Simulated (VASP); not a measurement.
**KBr: equation of state with PBE**

Crystal: KBr.

```
Br K
1.0
     0.00000    3.30000    3.30000
     3.30000    0.00000    3.30000
     3.30000    3.30000    0.00000
Br K
1 1
Direct
  0.50000 0.50000 0.50000
  0.00000 0.00000 0.00000
```

| Property | Result |
| --- | --- |
| Program | VASP 6.6.1 |
| Task | equation of state |
| Functional | PBE |
| Potentials or basis | VASP PAW PBE potentials, release 64 (Br, K_sv) |
| Cutoff | 690 eV |
| k mesh | 9 × 9 × 9 |
| Occupations | gaussian, width 0.03 eV |
| Spin | no spin polarisation |
| Tolerance level | standard |
| Purpose | equation of state |
| Eos scales | [0.91, 0.94, 0.97, 1.0, 1.03, 1.06, 1.09] |
| Further INCAR settings | ALGO = Normal; EDIFF = 1e-07; NSW = 0 |

- Equilibrium volume: 37.81 Å³/atom
- Bulk modulus: 13.4 GPa
- Pressure derivative of the bulk modulus: 4.8

Energy against volume, from the lowest point:
```
volume (Å³/atom)  energy (meV/atom)
          32.703              38.21
          33.781              22.29
          34.859              11.20
          35.937               4.19
          37.015               0.64
          38.093               0.00
          39.171               1.84
```

It took 6.2 min on 1 thread of Intel(R) Xeon(R) Platinum 8375C CPU @ 2.90GHz (Ice Lake), on a shared host, peak memory 0.28 GiB.

PBE usually gives volumes a little too large and moduli too small. Zero-point motion and thermal expansion aren't in these numbers.
